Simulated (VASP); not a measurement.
Write the native input for VASP 6.6.1 that does the following.

| Quantity | Value |
| --- | --- |
| Task | single point |
| Functional | PBE |
| Potentials or basis | VASP PAW PBE potentials, release 64 (Zr_sv) |
| Cutoff | 520 eV |
| k mesh | 16 × 16 × 16 |
| Occupations | fermi-dirac, width 0.05 eV |
| Spin | no spin polarisation |
| Dipole correction | no |
| Further INCAR settings | ALGO = Normal; EDIFF = 1e-06; NBANDS = 12 |

The structure of Zr lies in POSCAR:

```
Zr
1.0
   -1.4189132720      1.4189132720      1.4189132720
    1.4189132720     -1.4189132720      1.4189132720
    1.4189132720      1.4189132720     -1.4189132720
Zr
1
Direct
    0.0000000000      0.0000000000      0.0000000000
```

This cell differs from its parent crystal: volume scaled by 0.5.

The input as run:

INCAR

```
SYSTEM = Zr
PREC     = Accurate       ! precision mode
ENCUT    = 520            ! plane-wave cutoff, eV
EDIFF    = 1E-6           ! SCF threshold, eV
ISMEAR   = -1             ! smearing method
SIGMA    = 0.05           ! smearing width, eV
LREAL    = .False.        ! projectors in reciprocal space
LASPH    = .True.         ! aspherical terms in the spheres
NELM     = 100            ! most SCF steps
ALGO     = Normal         ! electronic algorithm
ISIF     = 2              ! what is computed and relaxed
LWAVE    = .False.        ! write WAVECAR
LCHARG   = .False.        ! write CHGCAR
GGA      = PE             ! functional
NBANDS   = 12             ! bands
```

KPOINTS

```
Automatic mesh
0
Gamma
  16 16 16
  0 0 0
```

Potentials or basis: VASP PAW PBE potentials, release 64 (Zr_sv).

Run with:

```bash
$ cat potpaw_PBE.64/Zr_sv/POTCAR > POTCAR
$ mpirun -np 1 vasp_std > vasp.out
```

It gave:

The pressure is 198.1 GPa. The band gap on the k mesh is zero (band 6 reaches 20.46 eV, above the bottom of band 7 at 17.33 eV).

It took 24 s on 1 thread of Intel Xeon 8259CL, on a shared host, peak memory 0.13 GiB.
